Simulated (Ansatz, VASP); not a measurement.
**Two plane-wave programs on Ir**

```xyz
1
Lattice="0.0000 1.9197 1.9677 1.9197 0.0000 1.9677 1.9197 1.9197 0.0000" Properties=species:S:1:pos:R:3 pbc="T T T"
Ir    0.0000    0.0000    0.0000
```

Change from the starting cell: strain +0.000 along x and y, +0.025 along z, atoms carried along.

Alike in both runs: task single point; functional PBEsol; k mesh 22 × 22 × 22; occupations gaussian, width 0.15 eV; no spin polarisation.

|  | VASP | Ansatz |
| --- | --- | --- |
| version | VASP 6.6.1 | Ansatz 0.2.0 |
| potentials or method | VASP PAW PBE potentials, release 64 (Ir), cutoff 520 eV | scalar-relativistic, plane waves, PAW |
| valence electrons in the cell | 9 | 17 |

Ansatz gave:

```
gap on the k mesh at the Fermi level (eV)                     : none
pressure (GPa)                                                : -11.1
traceless stress, the component that is largest in VASP (GPa) : -5.83
```

**Question.** Which values does VASP return?

**Answer.** gap on the k mesh at the Fermi level (eV): none; pressure (GPa): -10.3; traceless stress, the component that is largest in VASP (GPa): -5.80.

VASP's potentials were made for PBE, not for PBEsol. A gap of «none» marks a metal or a gap that the smearing closes. VASP's potentials hold 9 valence electrons a cell and Ansatz's 17, so a difference there can come from the potentials and not from the codes.

Spin-orbit coupling is off throughout.
